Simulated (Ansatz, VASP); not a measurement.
# TiO2: VASP beside Ansatz

The input INCAR:

```
SYSTEM = TiO2
PREC = Accurate
ENCUT = 600
EDIFF = 1E-6
ISMEAR = 0
SIGMA = 0.02
LREAL = .FALSE.
LASPH = .TRUE.
NELM = 80
ALGO = Normal
ISIF = 3
LWAVE = .FALSE.
LCHARG = .FALSE.
GGA = PE
IVDW = 12
IBRION = 2
NSW = 100
EDIFFG = -0.005
```

KPOINTS

```
Automatic mesh
0
G
  6 6 10
  0 0 0
```

POSCAR

```
TiO2
1.0
    4.5922000000      0.0000000000      0.0000000000
    0.0000000000      4.5922000000      0.0000000000
    0.0000000000      0.0000000000      2.9574000000
Ti O
2 4
Direct
    0.0000000000      0.0000000000      0.0000000000
    0.5000000000      0.5000000000      0.5000000000
    0.3049600000      0.3049600000      0.0000000000
    0.1950400000      0.8049600000      0.5000000000
    0.6950400000      0.6950400000      0.0000000000
    0.8049600000      0.1950400000      0.5000000000
```

Input for Ansatz:

```yaml
crystal:
  lattice:
    - [4.5922, 0.0, 0.0]
    - [0.0, 4.5922, 0.0]
    - [0.0, 0.0, 2.9574]
  atoms:
    - { symbol: Ti, position: [0.0, 0.0, 0.0] }
    - { symbol: Ti, position: [0.5, 0.5, 0.5] }
    - { symbol: O, position: [0.30496, 0.30496, 0.0] }
    - { symbol: O, position: [0.19504, 0.80496, 0.5] }
    - { symbol: O, position: [0.69504, 0.69504, 0.0] }
    - { symbol: O, position: [0.80496, 0.19504, 0.5] }
basis:
  ecutwfc: 420
kpoints:
  mp_grid: { grid: [6, 6, 10] }
hamiltonian:
  xc: pbe
  dispersion: d3bj
scf:
  occupations: { method: gaussian, width: 0.02 }
output:
  forces: true
  stress: true
  eigenvalues: true
  write_density: true
  write_potential: true
  elf: true
  volumetric_format: npy
relax:
  adjacent_minimum: "off"
  f_tol: 0.005
  max_steps: 80
  cell: { stress_tol: 0.05 }
```

Alike in both runs: task relaxation of cell and atoms; functional PBE; dispersion D3(BJ); k mesh 6 × 6 × 10; occupations gaussian, width 0.02 eV; no spin polarisation.

```csv
,VASP,Ansatz
version,VASP 6.6.1,Ansatz 0.2.0
potentials or method,"VASP PAW PBE potentials, release 64 (Ti_sv, O), cutoff 600 eV","scalar-relativistic, plane waves, PAW"
valence electrons in the cell,48,48
```

```tsv
	VASP	Ansatz	Ansatz less VASP
gap on the k mesh at the Fermi level, each at its own relaxed structure (eV)	1.83	1.87	+0.036
relaxed volume (Å³/atom)	10.47	10.46	-0.016
relaxed cell length with the largest relative difference (Å)	2.957	2.954	-0.0030
```
